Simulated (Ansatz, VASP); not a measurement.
Al2Cu: VASP beside Ansatz

```
CELL_PARAMETERS angstrom
3.83270 0.00000 0.00000
0.00000 3.83270 0.00000
0.00000 0.00000 2.80780
ATOMIC_POSITIONS crystal
Al 0.50000 0.00000 0.50000
Al 0.00000 0.50000 0.50000
Cu 0.00000 0.00000 0.00000
```

Alike in both runs: task single point; functional PBE; k mesh 10 × 10 × 14; occupations gaussian, width 0.15 eV; no spin polarisation.

|  | VASP | Ansatz |
| --- | --- | --- |
| version | VASP 6.6.1 | Ansatz 0.2.0 |
| potentials or method | VASP PAW PBE potentials, release 64 (Al, Cu), cutoff 520 eV | scalar-relativistic, plane waves, PAW |
| valence electrons in the cell | 17 | 25 |

Ansatz gave:

```
gap on the k mesh at the Fermi level (eV)                     : none
pressure (GPa)                                                : 23.1
traceless stress, the component that is largest in VASP (GPa) : -4.63
```

Estimate VASP's values.

gap on the k mesh at the Fermi level (eV): none; pressure (GPa): 23.5; traceless stress, the component that is largest in VASP (GPa): -4.59.

A gap of «none» marks a metal or a gap that the smearing closes. With one functional, cell and mesh, what is left measures potentials, basis and numerics. VASP's potentials hold 17 valence electrons a cell and Ansatz's 25, so a difference there can come from the potentials and not from the codes.
